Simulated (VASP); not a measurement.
## TiC: single point with PBEsol

System: TiC, a slab with vacuum.

```xyz
10
Lattice="3.0359 0.0000 0.0000 -1.5179 2.6291 0.0000 0.0000 0.0000 26.1545" Properties=species:S:1:pos:R:3 pbc="T T T"
C     0.0000    1.7528    7.6312
C     0.0000    0.0000    9.9753
C     1.5179    0.8764   12.4471
C     0.0000    1.7528   14.9321
C     0.0000    0.0000   17.4805
Ti    1.5179    0.8764    8.7477
Ti    0.0000    1.7528   11.2373
Ti    0.0000    0.0000   13.6958
Ti    1.5179    0.8764   16.1202
Ti    0.0000    1.7528   18.5053
```

| Item | Value |
| --- | --- |
| Program | VASP 6.6.1 |
| Task | single point |
| Functional | PBEsol |
| Potentials or basis | VASP PAW PBE potentials, release 64 (C, Ti_sv) |
| Cutoff | 520 eV |
| k mesh | 12 × 12 × 1 |
| Occupations | gaussian, width 0.1 eV |
| Spin | no spin polarisation |

| Quantity | Value |
| --- | --- |
| Largest force | 0.023 eV/Å |
| Band gap on the k mesh | zero (bands 40 and 41 overlap by 0.61 eV) |

Forces on the atoms (eV/Å):
```
C    0.000  0.000 -0.013
C    0.000  0.000 -0.004
C    0.000  0.000  0.002
C    0.000  0.000  0.003
C    0.000  0.000 -0.002
Ti   0.000  0.000  0.005
Ti   0.000  0.000 -0.001
Ti   0.000  0.000 -0.009
Ti   0.000  0.000 -0.003
Ti   0.000  0.000  0.023
```

Levels at points of the mesh, in eV from the Fermi level:
| k point | band 36 | band 37 | band 38 | band 39 | band 40 | band 41 | band 42 | band 43 | band 44 | band 45 |
| --- | --- | --- | --- | --- | --- | --- | --- | --- | --- | --- |
| (0.00, 0.00, 0.00) | -0.77 | -0.77 | -0.42 | 0.24 | 0.52 | 0.52 | 1.14 | 1.14 | 1.29 | 1.29 |
| (0.50, 0.00, 0.00) | -1.91 | -1.83 | -1.25 | -0.93 | 0.29 | 0.29 | 0.34 | 1.03 | 1.79 | 2.37 |

Run time: 7 min on 1 thread of Intel(R) Xeon(R) Platinum 8559C (Emerald Rapids), on a shared host, peak memory 0.4 GiB.

Caveat: the PAW data sets were made with another functional, which shifts forces and pressure a little.
